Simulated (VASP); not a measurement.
Crystal: TbHgB4.

```
Tb B Hg
1.0
    -2.59782    2.77224    3.02509
     2.59782   -2.77224    3.02509
     2.59782    2.77224   -3.02509
Tb B Hg
1 4 1
Cartesian
  0.0000 0.0000 0.0000
  1.8098 1.8101 0.0000
  3.3858 1.8101 0.0000
  0.7880 0.9622 3.0251
  -0.7880 0.9622 3.0251
  2.5978 0.0000 0.0000
```

The cell was generated, and may not be a known phase.

* Program: VASP 6.6.1
* Task: relaxation of cell and atoms
* Functional: PBE
* Potentials or basis: VASP PAW PBE potentials, release 64 (Tb_3, B, Hg), 4f in core
* Cutoff: 500 eV
* k mesh: 4 × 4 × 4
* Occupations: gaussian, width 0.2 eV
* Spin: no spin polarisation

At the start: pressure 28.9 GPa; volume 14.52 Å³/atom.

Problem. Where does the relaxation end?

Solution. Over 15 steps the energy falls by 898.7 meV/atom and the volume is 14.93 Å³/atom (+2.8 %); space group Immm (No. 71, to 0.1 Å) before and after.

The path:
```tsv
step	energy change (eV)	largest force (eV/Å)	pressure (GPa)	volume (Å³)
1	0.0000	6.2657	28.94	87.14
2	-2.6892	1.9952	-13.49	121.79
3	-4.1946	1.5868	-10.85	104.87
4	-3.8559	7.3292	8.05	93.39
5	-4.8556	1.0705	-4.35	99.07
6	-4.8563	1.1461	-4.16	98.96
7	-5.1413	0.3652	-1.26	93.04
8	-5.1743	0.6125	0.55	90.71
9	-5.3136	0.3369	1.19	88.69
10	-5.3542	0.1984	2.37	86.95
11	-5.3645	0.4293	-1.56	89.43
12	-5.3725	0.3017	-0.06	88.42
13	-5.3856	0.2002	-0.19	89.22
14	-5.3860	0.2426	-0.21	89.38
15	-5.3919	0.0109	-0.08	89.58
```

Final structure:
```yaml
crystal:
  lattice:
    - [-3.13705, 2.77363, 2.57396]
    - [3.13705, -2.77363, 2.57396]
    - [3.13705, 2.77363, -2.57396]
  atoms:
    - { symbol: Tb, position: [0.00000, 0.00000, 0.00000] }
    - { symbol: B, position: [0.35692, 0.34855, 0.70548] }
    - { symbol: B, position: [0.35692, 0.65145, 0.00837] }
    - { symbol: B, position: [0.64308, 0.65145, 0.29452] }
    - { symbol: B, position: [0.64308, 0.34855, 0.99163] }
    - { symbol: Hg, position: [0.00000, 0.50000, 0.50000] }
```

Caveat: the k points lie up to 0.39 Å⁻¹ apart in the final cell, too coarse for converged energies and pressures of a metal; an odd number of electrons without spin polarisation forces a metal; a magnetic or distorted state may lie lower.
